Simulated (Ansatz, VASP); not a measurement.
# One calculation of Te6Mo3H, two programs

```
CELL_PARAMETERS angstrom
3.43343 0.00000 0.00000
-1.71672 2.97344 0.00000
0.00000 0.00000 20.77043
ATOMIC_POSITIONS crystal
Te 0.00000 0.00000 0.91258
Te 0.33333 0.66667 0.59178
Te 0.33333 0.66667 0.23331
Te 0.33333 0.66667 0.76669
Te 0.33333 0.66667 0.40822
Te 0.00000 0.00000 0.08742
Mo 0.00000 0.00000 0.67915
Mo 0.00000 0.00000 0.32085
Mo 0.33333 0.66667 0.00000
H 0.44769 0.34885 0.00234
```

Alike in both runs: task single point; functional PBEsol; dispersion D3(BJ); k mesh 9 × 9 × 2; occupations gaussian, width 0.05 eV; no spin polarisation.

|  | VASP | Ansatz |
| --- | --- | --- |
| version | VASP 6.6.1 | Ansatz 0.2.0 |
| potentials or method | VASP PAW PBE potentials, release 64 (Te, Mo_sv, H), cutoff 400 eV | scalar-relativistic, plane waves, PAW |
| valence electrons in the cell | 79 | 139 |

|  | VASP | Ansatz | Ansatz less VASP |
| --- | --- | --- | --- |
| gap on the k mesh at the Fermi level (eV) | none | none | - |
| pressure (GPa) | 5.3 | 5.4 | +0.08 |
| traceless stress, the component that is largest in VASP (GPa) | -5.11 | -5.10 | +0.012 |
| rms of the force components (eV/Å) | 2.394 | 2.386 | -0.0083 |

VASP's potentials were made for PBE, not for PBEsol, and Ansatz warns of the same on its side. Atom by atom the forces differ by 0.018 eV/Å (rms over components). A gap of «none» marks a metal or a gap that the smearing closes. VASP's potentials hold 79 valence electrons a cell and Ansatz's 139, so a difference there can come from the potentials and not from the codes.

Neither program's run includes spin-orbit coupling.
